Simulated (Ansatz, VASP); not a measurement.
## CuI in VASP and in Ansatz

```xyz
2
Lattice="0.0000 3.0315 3.0315 3.0315 0.0000 3.0315 3.0315 3.0315 0.0000" Properties=species:S:1:pos:R:3 pbc="T T T"
I     0.0000    0.0000    0.0000
Cu    4.5473    4.5473    4.5473
```

Alike in both runs: task single point; functional PBE; k mesh 3 × 3 × 3; occupations fermi-dirac, width 0.04 eV; no spin polarisation.

```csv
,VASP,Ansatz
version,VASP 6.6.1,Ansatz 0.2.0
potentials or method,"VASP PAW PBE potentials, release 64 (I, Cu), cutoff 520 eV","all-electron LAPW, scalar-relativistic"
```

Ansatz gave:

```
gap on the k mesh at the Fermi level (eV) : 1.12
least direct gap on the mesh (eV)         : 1.12
pressure (GPa)                            : 1.3
```

Estimate VASP's values.

gap on the k mesh at the Fermi level (eV): 1.14; least direct gap on the mesh (eV): 1.14; pressure (GPa): 1.3.

Ansatz ran all-electron here, and VASP with PAW potentials.

The k mesh is coarse, so the values compare programs but aren't converged. Neither program's run includes spin-orbit coupling.
